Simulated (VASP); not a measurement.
# CdS (P6_3mc) in VASP: further runs, part 2 of 2

VASP 6.6.1. The steps go on from the part before.

**5. Electric field gradients, LDA (volume scaled by 1.04)**

INCAR

```
  ALGO = Normal
  EDIFF = 1E-8
  ENCUT = 520
  GGA = CA
  ISIF = 2
  ISMEAR = -1
  LASPH = T
  LCHARG = F
  LEFG = T
  LREAL = F
  LWAVE = F
  NBANDS = 26
  NELM = 60
  PREC = Accurate
  SIGMA = 0.02
```

KPOINTS

```
k-points
0
Gamma
  8 8 4
```

POSCAR

```
CdS
1.0
    4.1892106958      0.0000000000      0.0000000000
   -2.0946053479      3.6279628844      0.0000000000
    0.0000000000      0.0000000000      6.8378128164
Cd S
2 2
Direct
    0.3333333333      0.6666666667      0.0000000000
    0.6666666667      0.3333333333      0.5000000000
    0.3333333333      0.6666666667      0.3850000000
    0.6666666667      0.3333333333      0.8850000000
```

Potentials or basis: VASP PAW LDA potentials, release 64 (Cd, S).

Started as:

```sh
$ cat potpaw_LDA.64/Cd/POTCAR potpaw_LDA.64/S/POTCAR > POTCAR
$ mpirun -np 1 vasp_std > vasp.out
```

OUTCAR:

```text
EDIFF = 1E-8
   ENCUT = 520
   GGA = CA
   ISIF = 2
   ISMEAR = -1
   LASPH = T
   LREAL = F
   NELM = 60
   PREC = Accurate

 ion  position               nearest neighbor table
   1  0.333  0.667  0.000-   4 2.54   4 2.54   4 2.54   3 2.63
   2  0.667  0.333  0.500-   3 2.54   3 2.54   3 2.54   4 2.63
   3  0.333  0.667  0.385-   2 2.54   2 2.54   2 2.54   1 2.63
   4  0.667  0.333  0.885-   1 2.54   1 2.54   1 2.54   2 2.63

  LATTYP: Found a hexagonal cell.
 ALAT       =     4.1892106958
 C/A-ratio  =     1.6322437120

  Lattice vectors:

 A1 = (   4.1892106958,   0.0000000000,   0.0000000000)
 A2 = (  -2.0946053479,   3.6279628844,   0.0000000000)
 A3 = (   0.0000000000,   0.0000000000,   6.8378128164)

Analysis of symmetry for initial positions (statically):
=====================================================================
 Subroutine PRICEL returns:
 Original cell was already a primitive cell.

 Routine SETGRP: Setting up the symmetry group for a
 hexagonal supercell.

 Subroutine GETGRP returns: Found 12 space group operations
 (whereof  6 operations were pure point group operations)
 out of a pool of 24 trial point group operations.

The static configuration has the point symmetry C_3v.
 The point group associated with its full space group is C_6v.

Analysis of symmetry for dynamics (positions and initial velocities):
=====================================================================
 Subroutine PRICEL returns:
 Original cell was already a primitive cell.

[... 169 lines left out ...]
      1     -11.3558      2.00000
      2     -10.9643      2.00000
      3      -6.8861      2.00000
      4      -6.8861      2.00000
      5      -6.8240      2.00000
      6      -6.8240      2.00000
[... 685 lines left out ...]
     25       8.8897      0.00000
     26       8.8897      0.00000

 [... further k-points ...]
[... 5 lines left out ...]
  --------------------------------------------------------------------------------------
  -------------------------------------------------------------------------------------
  Total       -2.4767419     -2.4767419     -3.3927815      0.0000000     -0.0000000      0.0000000
  in kB      -38.1837954    -38.1837954    -52.3063267      0.0000000     -0.0000000      0.0000000
  external PRESSURE =     -42.8913059 kB  Pullay stress =       0.0000000 kB

 VOLUME and BASIS-vectors are now :
 -----------------------------------------------------------------------------
  energy-cutoff  :      520.00
  volume of cell :      103.92
      direct lattice vectors                 reciprocal lattice vectors
     4.189210696  0.000000000  0.000000000     0.238708452  0.137818389  0.000000000
    -2.094605348  3.627962884  0.000000000     0.000000000  0.275636778  0.000000000
     0.000000000  0.000000000  6.837812816     0.000000000  0.000000000  0.146245594

 POSITION                                       TOTAL-FORCE (eV/Angst)
 -----------------------------------------------------------------------------------
     -0.00000      2.41864      0.00000         0.000000     -0.000000      0.209357
      2.09461      1.20932      3.41891        -0.000000      0.000000      0.209357
     -0.00000      2.41864      2.63256        -0.000000      0.000000     -0.209357
      2.09461      1.20932      6.05146         0.000000      0.000000     -0.209357
 -----------------------------------------------------------------------------------
    total drift:                               -0.000000     -0.000000     -0.000261

  FREE ENERGIE OF THE ION-ELECTRON SYSTEM (eV)
  ---------------------------------------------------
  free  energy   TOTEN  =       -14.6924786146 eV

  energy  without entropy=      -14.6924786146  energy(sigma->0) =      -14.69247861

 Electric field gradients (V/A^2)
---------------------------------------------------------------------
 ion       V_xx      V_yy      V_zz      V_xy      V_xz      V_yz
---------------------------------------------------------------------
   1     -16.954   -16.952    33.906     0.001     0.000    -0.000
   2     -16.954   -16.952    33.906     0.001    -0.000     0.000
   3       3.860     3.861    -7.721     0.000    -0.000     0.000
   4       3.860     3.861    -7.721     0.000     0.000    -0.000
---------------------------------------------------------------------

 Electric field gradients after diagonalization (V/A^2)
 (convention: |V_zz| > |V_xx| > |V_yy|)
----------------------------------------------------------------------
 ion       V_xx      V_yy      V_zz     asymmetry (V_yy - V_xx)/ V_zz
----------------------------------------------------------------------
   1     -16.954   -16.952    33.906       0.000
   2     -16.954   -16.952    33.906       0.000
   3       3.861     3.860    -7.721       0.000
   4       3.861     3.860    -7.721       0.000
----------------------------------------------------------------------

           NMR quadrupolar parameters

 Cq : quadrupolar parameter    Cq=e*Q*V_zz/h
 eta: asymmetry parameters     (V_yy - V_xx)/ V_zz
 Q  : nuclear electric quadrupole moment in mb (millibarn)
----------------------------------------------------------------------
 ion       Cq(MHz)       eta       Q (mb)
----------------------------------------------------------------------
   1       0.082       0.000       1.000
   2       0.082       0.000       1.000
   3      -0.019       0.000       1.000
   4      -0.019       0.000       1.000
----------------------------------------------------------------------
```

OSZICAR:

```text
N       E                     dE             d eps       ncg     rms          rms(c)
DAV:   1     0.243391607925E+03    0.24339E+03   -0.17275E+04  1560   0.126E+03
DAV:   2    -0.168508494936E+01   -0.24508E+03   -0.23631E+03  1684   0.318E+02
DAV:   3    -0.155865136059E+02   -0.13901E+02   -0.13809E+02  1922   0.758E+01
DAV:   4    -0.157300346133E+02   -0.14352E+00   -0.14338E+00  1750   0.741E+00
DAV:   5    -0.157322796526E+02   -0.22450E-02   -0.22449E-02  1878   0.917E-01    0.104E+01
DAV:   6    -0.147406883348E+02    0.99159E+00   -0.18114E+00  2070   0.140E+01    0.819E+00
DAV:   7    -0.147058079177E+02    0.34880E-01   -0.54957E-01  1636   0.406E+00    0.369E+00
DAV:   8    -0.146944892754E+02    0.11319E-01   -0.76849E-02  1626   0.261E+00    0.438E-01
DAV:   9    -0.146925477903E+02    0.19415E-02   -0.13062E-02  1846   0.136E+00    0.115E-01
DAV:  10    -0.146924586449E+02    0.89145E-04   -0.86540E-04  1728   0.286E-01    0.900E-02
DAV:  11    -0.146924745383E+02   -0.15893E-04   -0.95901E-05  1730   0.591E-02    0.857E-02
DAV:  12    -0.146924862009E+02   -0.11663E-04   -0.58590E-05  1616   0.490E-02    0.554E-02
DAV:  13    -0.146924787112E+02    0.74897E-05   -0.29521E-05  1644   0.598E-02    0.838E-03
DAV:  14    -0.146924787470E+02   -0.35784E-07   -0.12227E-06  1782   0.106E-02    0.560E-03
DAV:  15    -0.146924786604E+02    0.86563E-07   -0.19167E-07  1762   0.366E-03    0.517E-03
DAV:  16    -0.146924786154E+02    0.44975E-07   -0.17211E-07  1654   0.205E-03    0.159E-03
DAV:  17    -0.146924786146E+02    0.79172E-09   -0.92762E-09   836   0.745E-04
   1 F= -.14692479E+02 E0= -.14692479E+02  d E =-.374743E-11
```

stdout:

```text
POSCAR found type information on POSCAR CdS
 POSCAR found :  2 types and       4 ions
 scaLAPACK will be used
 LDA part: xc-table for (Slater(with rela. corr.)+CA(PZ))
 , standard interpolation
 POSCAR, INCAR and KPOINTS ok, starting setup
 FFT: planning ... GRIDC
 FFT: planning ... GRID_SOFT
 FFT: planning ... GRID
 WAVECAR not read
 entering main loop
ion   1

ion   2

ion   3

ion   4
```

It took 28 s on 1 thread of Intel Xeon 6975P-C (Granite Rapids), shared host; peak memory 0.22 GiB.

Results:

```yaml
Free_energy: -14.6925 eV
Pressure: -4.3 GPa
Largest_force: 0.209 eV/Å
Band_gap_on_the_k_mesh: 0.88 eV, direct
```

Forces on the atoms (eV/Å):
```
Cd   0.000  0.000  0.209
Cd   0.000  0.000  0.209
S    0.000  0.000 -0.209
S    0.000  0.000 -0.209
```

Stress tensor (GPa, compression positive):
```
-3.82  0.00  0.00
 0.00 -3.82  0.00
 0.00  0.00 -5.23
```

Levels at points of the mesh, in eV from the valence-band top:
```
           k point  band 16  band 17  band 18  band 19  band 20  band 21
(0.00, 0.00, 0.00)    -0.02     0.00     0.00     0.88     2.44     6.31
(0.50, 0.00, 0.00)    -1.77    -1.15    -0.79     3.44     3.64     4.93
(0.00, 0.00, 0.50)    -0.34    -0.34    -0.34     2.52     2.52     5.88
(0.50, 0.00, 0.50)    -1.30    -1.21    -1.21     3.26     3.26     5.10
```

Electric field gradients, principal values (V/Å²):
| atom | least | middle | greatest (by size) |
| --- | --- | --- | --- |
| 1 Cd | -16.952 | -16.954 | 33.906 |
| 2 Cd | -16.952 | -16.954 | 33.906 |
| 3 S | 3.860 | 3.861 | -7.721 |
| 4 S | 3.860 | 3.861 | -7.721 |

Caveat: without QUAD_EFG the Cq values of the log hold for a quadrupole moment of 1 mb, not for the nuclei.

**6. Overview**

| cell | gap on the mesh (eV) | pressure (GPa) | largest force (eV/Å) |
| --- | --- | --- | --- |
| a = 4.107, b = 4.107, c = 6.704 Å, angles 90.0, 90.0, 120.0°, 4 atoms | 1.02 | -1.1 | 0.27 |
| a = 4.149, b = 4.149, c = 6.771 Å, angles 90.0, 90.0, 120.0°, 4 atoms | 0.95 | -2.8 | 0.24 |
| a = 4.189, b = 4.189, c = 6.838 Å, angles 90.0, 90.0, 120.0°, 4 atoms | 0.88 | -4.3 | 0.21 |

Alike in all rows: task electric field gradients; level LDA; potentials or basis VASP PAW LDA potentials, release 64 (Cd, S); no spin polarisation; k mesh 8 × 8 × 4; cutoff (eV) 520; smearing fermi-dirac 0.02 eV.

Absolute energies hang on the potentials; compare differences alone.
